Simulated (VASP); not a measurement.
Set up this calculation in VASP 6.6.1, as the native input.

```
Task                   : single point
Functional             : PBE
Potentials or basis    : VASP PAW PBE potentials, release 64 (C, B)
Cutoff                 : 520 eV
k mesh                 : 1 × 1 × 1, shifted
Occupations            : fermi-dirac, width 0.3447 eV
Spin                   : no spin polarisation
Dipole correction      : no
Mended                 : yes
Further INCAR settings : ALGO = Normal; EDIFF = 1e-06; NBANDS = 40; ISYM = -1
```

The structure of BC6 lies in POSCAR:

```
BC6
1.0
    4.9729980000     -0.1966600000      0.0225860000
   -0.1966600000      4.9296060000     -0.1069400000
    0.0225860000     -0.1069400000      4.8244630000
C B
12 2
Direct
    0.3079810456      0.8672231970      0.5497206194
    0.3016103194      0.3529323631      0.9889826943
    0.6026017312      0.4703562722      0.5999761086
    0.9664034225      0.6176784261      0.0357899611
    0.5659793958      1.2156917047      0.4327250225
    0.8253078324      0.6171743976      0.5427396225
    0.6441150356      0.1845158028      0.7034930391
    0.2904658997      1.0972625306      0.4026082887
    0.0090396449      0.6189288729      0.3536445578
    0.0538661027      0.2184655441      0.8237586412
    0.5324678179      1.1424565126     -0.0243467550
    0.9297369380      0.7421003704      0.8082230447
    0.3787914657      0.6910534474      0.7937824109
    0.7661351881      0.2655418245      1.1030150119
```

These files were run (other wordings do the same):

INCAR

```
PREC = Accurate ; ENCUT = 520
EDIFF = 1E-6 ; ISMEAR = -1
SIGMA = 0.3447 ; LREAL = F
LASPH = T ; NELM = 120
ALGO = Normal ; ISIF = 2
LWAVE = F ; LCHARG = F
GGA = PE ; ISYM = -1
NBANDS = 40 ; GGA_COMPAT = F
```

KPOINTS

```
explicit points
1
Reciprocal
  0.25000000   0.25000000   0.25000000 1
```

Potentials or basis: VASP PAW PBE potentials, release 64 (C, B).

Command:

```sh
$ cat potpaw_PBE.64/C/POTCAR potpaw_PBE.64/B/POTCAR > POTCAR
$ mpirun -np 1 vasp_std > vasp.out
```

Results of the run:

```json
{
  "Pressure": "6.2 GPa",
  "Largest force": "7.863 eV/Å"
}
```

Caveat: the atoms stand as in a frame of molecular dynamics.

Wall time 22 s on 1 thread of AMD EPYC 7R43 64-Core Processor (Zen 3), with other jobs on the host, peak memory 0.17 GiB.
